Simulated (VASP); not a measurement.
# Ga (P6_3/mmc) in VASP: a series of runs

Ga is run at these levels: PBE; tasks: single point.

Everything below comes from runs of VASP 6.6.1. Logs are shortened: lines on timing, memory, paths and dates and some standing lists are left out, and cuts for length are marked.

## 1. The cell of the first run

Symmetry: P6_3/mmc, No. 194, hexagonal system. The conventional cell has a = 2.954 Å, b = 2.954 Å, c = 9.644 Å, α = 90.00°, β = 90.00°, γ = 120.00°. Within 3.9 Å of Ga (site symmetry -3m) lie 12 Ga at 2.95 Å. Within 3.9 Å of Ga (site symmetry -6m2) lie 12 Ga at 2.95 Å.

This isn't the form of Ga at room conditions, which is orthorhombic.

## 2. Single point, PBE (18.21 Å³/atom)

Input file INCAR:

```
SYSTEM = Ga
PREC = Accurate
ENCUT = 520
EDIFF = 1E-6
ISMEAR = -1
SIGMA = 0.1
LREAL = .False.
LASPH = .True.
NELM = 60
ALGO = Normal
ISIF = 2
LWAVE = .False.
LCHARG = .True.
GGA = PE
LELF = .True.
LVHAR = .True.
NBANDS = 34
```

Input file KPOINTS:

```
Automatic mesh
0
Gamma
  14 14 4
  0 0 0
```

Input file POSCAR:

```
Ga
1.0
    2.9535916758      0.0000000000      0.0000000000
   -1.4767958379      2.5578854236      0.0000000000
    0.0000000000      0.0000000000      9.6436319774
Ga
4
Direct
    1.0000000000      0.0000000000      1.0000000000
    1.0000000000      0.0000000000      0.5000000000
    0.3333333333      0.6666666667      0.2500000000
    0.6666666667      0.3333333333      0.7500000000
```

Potentials or basis: VASP PAW PBE potentials, release 64 (Ga_d).

Command:

```bash
> cat potpaw_PBE.64/Ga_d/POTCAR > POTCAR
> mpirun -np 1 vasp_std > vasp.out
```

OUTCAR:

```text
SYSTEM = Ga
   PREC = Accurate
   ENCUT = 520
   EDIFF = 1E-6
   ISMEAR = -1
   LREAL = .False.
   LASPH = .True.
   NELM = 60
   ISIF = 2
   GGA = PE

 ion  position               nearest neighbor table
   1  0.000  0.000  0.000-
   2  0.000  0.000  0.500-
   3  0.333  0.667  0.250-
   4  0.667  0.333  0.750-

  LATTYP: Found a hexagonal cell.
 ALAT       =     2.9535916758
 C/A-ratio  =     3.2650525313

  Lattice vectors:

 A1 = (   2.9535916758,   0.0000000000,   0.0000000000)
 A2 = (  -1.4767958379,   2.5578854236,   0.0000000000)
 A3 = (   0.0000000000,   0.0000000000,   9.6436319774)

Analysis of symmetry for initial positions (statically):
=====================================================================
 Subroutine PRICEL returns:
 Original cell was already a primitive cell.

 Routine SETGRP: Setting up the symmetry group for a
 hexagonal supercell.

 Subroutine GETGRP returns: Found 24 space group operations
 (whereof 12 operations were pure point group operations)
 out of a pool of 24 trial point group operations.

The static configuration has the point symmetry D_3d.
 The point group associated with its full space group is D_6h.

Analysis of symmetry for dynamics (positions and initial velocities):
=====================================================================
 Subroutine PRICEL returns:
 Original cell was already a primitive cell.

 Routine SETGRP: Setting up the symmetry group for a
 hexagonal supercell.

 Subroutine GETGRP returns: Found 24 space group operations
 (whereof 12 operations were pure point group operations)
 out of a pool of 24 trial point group operations.

The dynamic configuration has the point symmetry D_3d.
 The point group associated with its full space group is D_6h.

 Subroutine INISYM returns: Found 24 space group operations
 (whereof 12 operations are pure point group operations),
 and found     1 'primitive' translations

----------------------------------------------------------------------------------------

                                     Primitive cell

  volume of cell :      72.8571

  direct lattice vectors                    reciprocal lattice vectors
     2.953591676  0.000000000  0.000000000     0.338570835  0.195473963  0.000000000
    -1.476795838  2.557885424  0.000000000     0.000000000  0.390947925  0.000000000
     0.000000000  0.000000000  9.643631977     0.000000000  0.000000000  0.103695371

  length of vectors
     2.953591676  2.953591676  9.643631977     0.390947925  0.390947925  0.103695371

  position of ions in fractional coordinates (direct lattice)
     0.000000000  0.000000000  0.000000000
     0.000000000  0.000000000  0.500000000
     0.333333333  0.666666667  0.250000000
     0.666666667  0.333333333  0.750000000

  ion indices of the primitive-cell ions
   primitive index   ion index
                 1           1
                 2           2
                 3           3
                 4           4

----------------------------------------------------------------------------------------

 KPOINTS: Automatic mesh

Automatic generation of k-mesh.
 Grid dimensions read from file:
 generate k-points for:   14   14    4

 Generating k-lattice:

  Cartesian coordinates                     Fractional coordinates (reciprocal lattice)
     0.024183631  0.013962426  0.000000000     0.071428571  0.000000000  0.000000000
     0.000000000  0.027924852  0.000000000     0.000000000  0.071428571  0.000000000
     0.000000000  0.000000000  0.025923843     0.000000000  0.000000000  0.250000000

  Length of vectors
     0.027924852  0.027924852  0.025923843

  Shift w.r.t. Gamma in fractional coordinates (k-lattice)
     0.000000000  0.000000000  0.000000000

 Subroutine IBZKPT returns following result:
 ===========================================

 Found     72 irreducible k-points:

 Following reciprocal coordinates:
            Coordinates               Weight
  0.000000  0.000000  0.000000      1.000000
  0.071429  0.000000  0.000000      6.000000
  0.142857 -0.000000  0.000000      6.000000
  0.214286  0.000000  0.000000      6.000000
  0.285714 -0.000000  0.000000      6.000000
  0.357143  0.000000  0.000000      6.000000
[... 16 lines left out ...]
  0.285714  0.285714  0.000000      6.000000
  0.357143  0.285714  0.000000      6.000000
 [... further k-points ...]
   k-points           NKPTS =     72   k-points in BZ     NKDIM =     72   number of bands    NBANDS=     34
   number of dos      NEDOS =    301   number of ions     NIONS =      4
   total plane-waves  NPLWV =  41472
   dimension x,y,z NGX =    24 NGY =   24 NGZ =   72
   dimension x,y,z NGXF=    48 NGYF=   48 NGZF=  144
   ions per type =               4
   NGX,Y,Z   is equivalent  to a cutoff of  13.51, 13.51, 12.41 a.u.
   NGXF,Y,Z  is equivalent  to a cutoff of  27.02, 27.02, 24.82 a.u.
 SYSTEM =  Ga
   PREC   = accura    normal or accurate (medium, high low for compatibility)
   ISTART =      0    job   : 0-new  1-cont  2-samecut
   ICHARG =      2    charge: 1-file 2-atom 10-const
   ISPIN  =      1    spin polarized calculation?
   LNONCOLLINEAR =      F non collinear calculations
   LSORBIT =      F    spin-orbit coupling
   LASPH  =      T    aspherical Exc in radial PAW
   ENCUT  =  520.0 eV  38.22 Ry    6.18 a.u.   5.49  5.49 17.93*2*pi/ulx,y,z
   NELM   =     60;   NELMIN=  2; NELMDL= -5     # of ELM steps
   EDIFF  = 0.1E-05   stopping-criterion for ELM
   LREAL  =      F    real-space projection
   EDIFFG = 0.1E-04   stopping-criterion for IOM
   NSW    =      0    number of steps for IOM
   IBRION =     -1    ionic relax: 0-MD 1-quasi-New 2-CG
   NFREE  =      0    steps in history (QN), initial steepest desc. (CG)
   ISIF   =      2    stress and relaxation
   ISYM   =      2    0-nonsym 1-usesym 2-fastsym
   POTIM  = 0.5000    time-step for ionic-motion
   TEBEG  =    0.0;   TEEND  =   0.0 temperature during run
   PSTRESS=    0.0 pullay stress
   NELECT =      52.0000    total number of electrons
   NUPDOWN=      -1.0000    fix difference up-down
   EMIN   =  10.00;   EMAX   =-10.00  energy-range for DOS
   EFERMI =   0.00;   METHOD = LEGACY
   ISMEAR =    -1;   SIGMA  =   0.10  broadening in eV -4-tet -1-fermi 0-gaus
   EFERMI_NEDOS =   21; number of points for ismear=-14 and -15
   IALGO  =     38    algorithm
   IMIX   =      4    mixing-type and parameters
     AMIX     =   0.40;   BMIX     =  1.00
     AMIX_MAG =   1.60;   BMIX_MAG =  1.00
  volume/ion in A,a.u.               =      18.21       122.92
  Fermi-wavevector in a.u.,A,eV,Ry     =   1.463025  2.764717 29.122502  2.140444
  Thomas-Fermi vector in A             =   2.579169
   LORBIT       =      0    0 simple, 1 ext, 2 COOP (PROOUT), +10 PAW based schemes
   GGA     = PE    functional components
   LHFCALC =     F    Hartree Fock is set to
   AEXX    =    0.0000 exact exchange contribution
   IVDW    =     0    specifies the selected vdW correction
   LEPSILON=     F    determine dielectric tensor
   LRPA    =     F    only Hartree local field effects (RPA)
 non-spin polarized calculation
  energy-cutoff  :      520.00
  volume of cell :       72.86
 maximum number of plane-waves:      2016
 NGX is ok and might be reduce to    24
   NGX = 11   NGY = 11   NGZ = 35

 number of electron      52.0000024 magnetization

 Free energy of the ion-electron system (eV)
  ---------------------------------------------------
  ext. energy  EPLUGINS =         0.00000000
  ---------------------------------------------------
  free energy    TOTEN  =       -11.53671672 eV

  energy without entropy =      -11.48247913  energy(sigma->0) =      -11.50959793

 E-fermi :   5.9163     XC(G=0): -11.1969

 val. band max:        5.9116740231   @ k =   0.2143   0.2143   0.2500
 cond. band min:       5.9259503451   @ k =   0.1429   0.0714   0.5000
 fundamental gap:      0.0142763220
 Fermi energy:         5.9163385539

 k-point     1 :       0.0000    0.0000    0.0000
  band No.  band energies     occupation
      1      -9.1305      2.00000
      2      -9.0802      2.00000
      3      -9.0719      2.00000
      4      -9.0421      2.00000
      5      -9.0421      2.00000
      6      -9.0420      2.00000
[... 26 lines left out ...]
     33      17.0878      0.00000
     34      18.2256      0.00000

 k-point     2 :       0.0714    0.0000    0.0000
  band No.  band energies     occupation
      1      -9.1221      2.00000
      2      -9.0754      2.00000
      3      -9.0726      2.00000
      4      -9.0448      2.00000
      5      -9.0402      2.00000
      6      -9.0391      2.00000
[... 26 lines left out ...]
     33      16.5873      0.00000
     34      17.4944      0.00000

 k-point     3 :       0.1429   -0.0000    0.0000
  band No.  band energies     occupation
      1      -9.1111      2.00000
      2      -9.0791      2.00000
      3      -9.0746      2.00000
      4      -9.0449      2.00000
      5      -9.0434      2.00000
      6      -9.0343      2.00000
[... 26 lines left out ...]
     33      15.6045      0.00000
     34      16.1631      0.00000

 k-point     4 :       0.2143    0.0000    0.0000
  band No.  band energies     occupation
      1      -9.1286      2.00000
      2      -9.0916      2.00000
      3      -9.0904      2.00000
      4      -9.0509      2.00000
      5      -9.0475      2.00000
      6      -9.0141      2.00000
[... 26 lines left out ...]
     33      14.6209      0.00000
     34      14.6299      0.00000

 k-point     5 :       0.2857   -0.0000    0.0000
  band No.  band energies     occupation
      1      -9.1586      2.00000
      2      -9.1118      2.00000
      3      -9.1116      2.00000
      4      -9.0854      2.00000
      5      -9.0695      2.00000
      6      -9.0238      2.00000
[... 621 lines left out ...]
 k-point    22 :       0.3571    0.2143    0.0000
  band No.  band energies     occupation
      1      -9.1385      2.00000
      2      -9.1273      2.00000
      3      -9.0884      2.00000
      4      -9.0860      2.00000
      5      -9.0632      2.00000
      6      -9.0454      2.00000
[... 26 lines left out ...]
     33       9.9062      0.00000
     34      11.4500      0.00000

 k-point    23 :       0.2857    0.2857    0.0000
  band No.  band energies     occupation
      1      -9.1191      2.00000
      2      -9.1060      2.00000
      3      -9.1056      2.00000
      4      -9.0675      2.00000
      5      -9.0499      2.00000
      6      -9.0382      2.00000
[... 26 lines left out ...]
     33       9.8143      0.00000
     34      10.9264      0.00000

 k-point    24 :       0.3571    0.2857    0.0000
  band No.  band energies     occupation
      1      -9.1186      2.00000
      2      -9.1002      2.00000
      3      -9.0935      2.00000
      4      -9.0858      2.00000
      5      -9.0554      2.00000
      6      -9.0403      2.00000
[... 26 lines left out ...]
     33       9.6214      0.00000
     34      10.0004      0.00000

 [... further k-points ...]
[... 5 lines left out ...]
  --------------------------------------------------------------------------------------
  -------------------------------------------------------------------------------------
  Total        0.8451432      0.8451432      1.4342281      0.0000000      0.0000000      0.0000000
  in kB       18.5852628     18.5852628     31.5396323      0.0000000      0.0000000      0.0000000
  external PRESSURE =      22.9033859 kB  Pullay stress =       0.0000000 kB

 VOLUME and BASIS-vectors are now :
 -----------------------------------------------------------------------------
  energy-cutoff  :      520.00
  volume of cell :       72.86
      direct lattice vectors                 reciprocal lattice vectors
     2.953591676  0.000000000  0.000000000     0.338570835  0.195473963  0.000000000
    -1.476795838  2.557885424  0.000000000     0.000000000  0.390947925  0.000000000
     0.000000000  0.000000000  9.643631977     0.000000000  0.000000000  0.103695371

 POSITION                                       TOTAL-FORCE (eV/Angst)
 -----------------------------------------------------------------------------------
      0.00000      0.00000      0.00000        -0.000000     -0.000000      0.000000
      0.00000      0.00000      4.82182        -0.000000     -0.000000      0.000000
     -0.00000      1.70526      2.41091        -0.000000      0.000000     -0.000000
      1.47680      0.85263      7.23272         0.000000     -0.000000      0.000000
 -----------------------------------------------------------------------------------
    total drift:                               -0.000000      0.000000      0.000000

  FREE ENERGIE OF THE ION-ELECTRON SYSTEM (eV)
  ---------------------------------------------------
  free  energy   TOTEN  =       -11.5367167241 eV

  energy  without entropy=      -11.4824791284  energy(sigma->0) =      -11.50959793
```

Run time: 61 s. Hardware: 1 thread of Intel Xeon 6975P-C (Granite Rapids), shared host; peak memory 0.27 GiB.

What came out:

```yaml
Free_energy: -11.5367 eV
Pressure: 2.3 GPa
Band_gap_on_the_k_mesh: zero (bands 26 and 27 overlap by 5.76 eV)
```

Stress tensor (GPa, compression positive):
```
1.86 0.00 0.00
0.00 1.86 0.00
0.00 0.00 3.15
```

Levels at points of the mesh, in eV from the Fermi level:
```csv
k point,band 22,band 23,band 24,band 25,band 26,band 27,band 28,band 29,band 30,band 31
"(0.00, 0.00, 0.00)",-9.68,-9.67,-5.00,-4.16,3.68,3.69,10.03,10.03,10.88,10.88
"(0.50, 0.00, 0.00)",-5.27,-4.02,-3.72,-3.52,-3.45,0.55,0.59,1.51,2.50,5.01
"(0.00, 0.00, 0.50)",-10.93,-7.57,-7.57,-0.80,-0.80,8.76,8.76,10.31,10.31,10.31
"(0.50, 0.00, 0.50)",-5.26,-4.67,-4.67,-1.89,-1.89,-1.41,-1.41,4.24,4.24,5.46
```

## 3. Single point, PBE (18.97 Å³/atom)

This run uses another cell than the first one, of 18.97 Å³/atom.

Input file INCAR:

```
PREC     = Accurate       # precision mode
ENCUT    = 520            # plane-wave cutoff, eV
EDIFF    = 1E-6           # SCF threshold, eV
ISMEAR   = -1             # smearing method
SIGMA    = 0.1            # smearing width, eV
LREAL    = False          # projectors in reciprocal space
LASPH    = True           # aspherical terms in the spheres
NELM     = 80             # most SCF steps
ALGO     = Normal         # electronic algorithm
ISIF     = 2              # what is computed and relaxed
LWAVE    = False          # write WAVECAR
LCHARG   = True           # write CHGCAR
GGA      = PE             # functional
LELF     = True           # ELF
LVHAR    = True         
NBANDS   = 34             # bands
```

Input file KPOINTS:

```
Automatic mesh
0
Gamma
  14 14 4
```

Input file POSCAR:

```
Ga
1.0
    2.9940568641      0.0000000000      0.0000000000
   -1.4970284321      2.5929293047      0.0000000000
    0.0000000000      0.0000000000      9.7757529429
Ga
4
Direct
    1.0000000000      0.0000000000      1.0000000000
    1.0000000000      0.0000000000      0.5000000000
    0.3333333333      0.6666666667      0.2500000000
    0.6666666667      0.3333333333      0.7500000000
```

Potentials or basis: VASP PAW PBE potentials, release 64 (Ga_d).

Command:

```bash
> cat potpaw_PBE.64/Ga_d/POTCAR > POTCAR
> mpirun -np 1 vasp_std > vasp.out
```

OUTCAR:

```text
PREC = Accurate
   ENCUT = 520
   EDIFF = 1E-6
   ISMEAR = -1
   LREAL = False
   LASPH = True
   NELM = 80
   ISIF = 2
   GGA = PE

 ion  position               nearest neighbor table
   1  0.000  0.000  0.000-
   2  0.000  0.000  0.500-
   3  0.333  0.667  0.250-
   4  0.667  0.333  0.750-

  LATTYP: Found a hexagonal cell.
 ALAT       =     2.9940568641
 C/A-ratio  =     3.2650525313

  Lattice vectors:

 A1 = (   2.9940568641,   0.0000000000,   0.0000000000)
 A2 = (  -1.4970284321,   2.5929293047,   0.0000000000)
 A3 = (   0.0000000000,   0.0000000000,   9.7757529429)

Analysis of symmetry for initial positions (statically):
=====================================================================
 Subroutine PRICEL returns:
 Original cell was already a primitive cell.

 Routine SETGRP: Setting up the symmetry group for a
 hexagonal supercell.

 Subroutine GETGRP returns: Found 24 space group operations
 (whereof 12 operations were pure point group operations)
[... 162 lines left out ...]
 Free energy of the ion-electron system (eV)
  ---------------------------------------------------
  ext. energy  EPLUGINS =         0.00000000
  ---------------------------------------------------
  free energy    TOTEN  =       -11.55976731 eV

  energy without entropy =      -11.50486035  energy(sigma->0) =      -11.53231383

 E-fermi :   5.5233     XC(G=0): -10.9924

 val. band max:        5.4763872387   @ k =   0.2143   0.2143   0.2500
 cond. band min:       5.5311858685   @ k =   0.2857   0.2143   0.2500
 fundamental gap:      0.0547986298
 Fermi energy:         5.5233011719

 k-point     1 :       0.0000    0.0000    0.0000
  band No.  band energies     occupation
      1      -9.4630      2.00000
      2      -9.4215      2.00000
      3      -9.4129      2.00000
      4      -9.3896      2.00000
      5      -9.3896      2.00000
      6      -9.3890      2.00000
[... 877 lines left out ...]
     33       9.0875      0.00000
     34       9.5618      0.00000

 [... further k-points ...]
[... 5 lines left out ...]
  --------------------------------------------------------------------------------------
  -------------------------------------------------------------------------------------
  Total       -0.1138212     -0.1138212      0.4129869      0.0000000      0.0000000      0.0000000
  in kB       -2.4028843     -2.4028843      8.7185838      0.0000000      0.0000000      0.0000000
  external PRESSURE =       1.3042717 kB  Pullay stress =       0.0000000 kB

 VOLUME and BASIS-vectors are now :
 -----------------------------------------------------------------------------
  energy-cutoff  :      520.00
  volume of cell :       75.89
      direct lattice vectors                 reciprocal lattice vectors
     2.994056864  0.000000000  0.000000000     0.333994993  0.192832099  0.000000000
    -1.497028432  2.592929305  0.000000000     0.000000000  0.385664198  0.000000000
     0.000000000  0.000000000  9.775752943     0.000000000  0.000000000  0.102293911

 POSITION                                       TOTAL-FORCE (eV/Angst)
 -----------------------------------------------------------------------------------
      0.00000      0.00000      0.00000        -0.000000      0.000000     -0.000000
      0.00000      0.00000      4.88788        -0.000000      0.000000     -0.000000
     -0.00000      1.72862      2.44394         0.000000      0.000000      0.000000
      1.49703      0.86431      7.33181        -0.000000     -0.000000     -0.000000
 -----------------------------------------------------------------------------------
    total drift:                               -0.000000      0.000000     -0.000000

  FREE ENERGIE OF THE ION-ELECTRON SYSTEM (eV)
  ---------------------------------------------------
  free  energy   TOTEN  =       -11.5597673071 eV

  energy  without entropy=      -11.5048603469  energy(sigma->0) =      -11.53231383
```

OSZICAR:

```text
N       E                     dE             d eps       ncg     rms          rms(c)
DAV:   1     0.335757286797E+03    0.33576E+03   -0.25671E+04  5344   0.291E+03
DAV:   2     0.284484799514E+02   -0.30731E+03   -0.29994E+03  5080   0.511E+02
DAV:   3    -0.104020066709E+02   -0.38850E+02   -0.38325E+02  5486   0.144E+02
DAV:   4    -0.116405305938E+02   -0.12385E+01   -0.12175E+01  5774   0.281E+01
DAV:   5    -0.116661761317E+02   -0.25646E-01   -0.25625E-01  6198   0.427E+00    0.163E+00
DAV:   6    -0.115811138389E+02    0.85062E-01   -0.17356E-01  6116   0.521E+00    0.844E-01
DAV:   7    -0.115616936774E+02    0.19420E-01   -0.47938E-02  6646   0.198E+00    0.221E-01
DAV:   8    -0.115596943917E+02    0.19993E-02   -0.55145E-03  5500   0.119E+00    0.321E-02
DAV:   9    -0.115597424046E+02   -0.48013E-04   -0.95228E-04  6430   0.753E-01    0.173E-02
DAV:  10    -0.115597614685E+02   -0.19064E-04   -0.13306E-04  6332   0.230E-01    0.908E-03
DAV:  11    -0.115597674804E+02   -0.60119E-05   -0.41981E-05  6258   0.529E-02    0.201E-03
DAV:  12    -0.115597673071E+02    0.17328E-06   -0.10192E-06  3098   0.268E-02
   1 F= -.11559767E+02 E0= -.11532314E+02  d E =-.549070E-01
```

Run time: 71 s. Hardware: 1 thread of Intel Xeon 6975P-C (Granite Rapids), shared host; peak memory 0.28 GiB.

Results:

| Quantity | Value |
| --- | --- |
| Free energy | -11.5598 eV |
| Pressure | 0.1 GPa |
| Band gap on the k mesh | zero (bands 26 and 27 overlap by 5.60 eV) |
